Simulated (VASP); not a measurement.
Rb: electric field gradients with PBE

Rb:

```
Rb
1.0
    -2.86103    2.86103    2.86103
     2.86103   -2.86103    2.86103
     2.86103    2.86103   -2.86103
Rb
1
Direct
  0.00000 0.00000 0.00000
```

This cell differs from its parent crystal: volume scaled by 1.06.

```
Program                : VASP 6.6.1
Task                   : electric field gradients
Functional             : PBE
Potentials or basis    : VASP PAW PBE potentials, release 64 (Rb_sv)
Cutoff                 : 520 eV
k mesh                 : 8 × 8 × 8
Occupations            : fermi-dirac, width 0.05 eV
Spin                   : no spin polarisation
Dipole correction      : no
Further INCAR settings : ALGO = Normal; EDIFF = 1e-08; NBANDS = 10
```

```json
{
 "Pressure": "-0.1 GPa"
}
```

Levels at points of the mesh, in eV from the Fermi level:
| k point | band 1 | band 2 | band 3 | band 4 | band 5 | band 6 | band 7 | band 8 |
| --- | --- | --- | --- | --- | --- | --- | --- | --- |
| (0.00, 0.00, 0.00) | -28.94 | -12.98 | -12.98 | -12.98 | -1.95 | 3.63 | 3.63 | 3.63 |
| (0.50, 0.00, 0.00) | -28.93 | -13.07 | -13.01 | -12.98 | 0.22 | 0.74 | 2.56 | 4.17 |
| (0.50, 0.50, 0.50) | -28.93 | -13.05 | -13.05 | -13.05 | 1.26 | 1.26 | 3.16 | 3.16 |

Run time: 17 s on 1 thread of Intel(R) Xeon(R) Platinum 8488C (Sapphire Rapids), with other jobs on the host, peak memory 0.23 GiB.

Caveat: without QUAD_EFG the Cq values of the log hold for a quadrupole moment of 1 mb, not for the nuclei.
